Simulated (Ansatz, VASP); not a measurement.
# S in VASP and in Ansatz

```
S
1.0
     3.25386    1.87862    9.36133
    -3.25386    1.87862    9.36133
     0.00000   -3.75724    9.36133
S
12
Direct
  0.02428 0.55159 0.02428
  0.02428 0.02428 0.55159
  0.55159 0.02428 0.02428
  0.97572 0.44841 0.97572
  0.44841 0.97572 0.97572
  0.97572 0.97572 0.44841
  0.18002 0.68744 0.18002
  0.18002 0.18002 0.68744
  0.68744 0.18002 0.18002
  0.81998 0.31256 0.81998
  0.31256 0.81998 0.81998
  0.81998 0.81998 0.31256
```

Alike in both runs: functional r2SCAN; k mesh 3 × 3 × 3; occupations gaussian, width 0.1 eV; no spin polarisation.

Ansatz relaxed the structure, and its values are those at the end. VASP's run is a single point on that final structure, the one shown.

```csv
,VASP,Ansatz
version,VASP 6.6.1,Ansatz 0.2.0
potentials or method,"VASP PAW PBE potentials, release 64 (S), cutoff 520 eV","scalar-relativistic, plane waves, PAW"
valence electrons in the cell,72,72
```

```tsv
	VASP	Ansatz	Ansatz less VASP
gap on the k mesh at the Fermi level (eV)	1.01	1.01	+0.001
least direct gap on the mesh (eV)	1.16	1.17	+0.001
pressure (GPa)	-0.4	0.0	+0.45
rms of the force components (eV/Å)	0.114	0.011	-0.1029
```

VASP's potentials were made for PBE, not for r2SCAN.
